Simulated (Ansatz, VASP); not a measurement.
**Two plane-wave programs on Na4TaN3**

```
Na Ta N
1.0
     5.66234    0.00000    0.00000
     0.00000    5.66234    0.00000
     0.00000    0.00000    5.66234
Na Ta N
4 1 3
Direct
  0.69178 0.69178 0.69178
  0.30822 0.30822 0.69178
  0.30822 0.69178 0.30822
  0.69178 0.30822 0.30822
  0.00000 0.00000 0.00000
  0.00000 0.50000 0.50000
  0.50000 0.00000 0.50000
  0.50000 0.50000 0.00000
```

Alike in both runs: functional PBE; k mesh 4 × 4 × 4; occupations gaussian, width 0.1 eV; collinear spin.

Ansatz relaxed the structure, and its values are those at the end. VASP's run is a single point on that final structure, the one shown.

|  | VASP | Ansatz |
| --- | --- | --- |
| version | VASP 6.6.1 | Ansatz 0.2.0 |
| potentials or method | VASP PAW PBE potentials, release 64 (Na_pv, Ta_pv, N), cutoff 520 eV | scalar-relativistic, plane waves, PAW |
| valence electrons in the cell | 54 | 64 |

|  | VASP | Ansatz | Ansatz less VASP |
| --- | --- | --- | --- |
| gap on the k mesh at the Fermi level (eV) | none | none | - |
| pressure (GPa) | 0.6 | 0.2 | -0.40 |
| rms of the force components (eV/Å) | 0.034 | 0.002 | -0.0322 |
| net moment per atom (μB) | 0.63 | 0.03 | -0.601 |
| size of the moment on the site where the two differ most (μB) | 0.34 | 2.66 | +2.324 |

The net moments are unlike, so the other rows may belong to different states. Site moments also hang on the region over which each program counts them. A gap of «none» marks a metal or a gap that the smearing closes. VASP's potentials hold 54 valence electrons a cell and Ansatz's 64, so a difference there can come from the potentials and not from the codes. Ansatz's warnings: seeded moment not kept.

Spin-orbit coupling is off throughout.
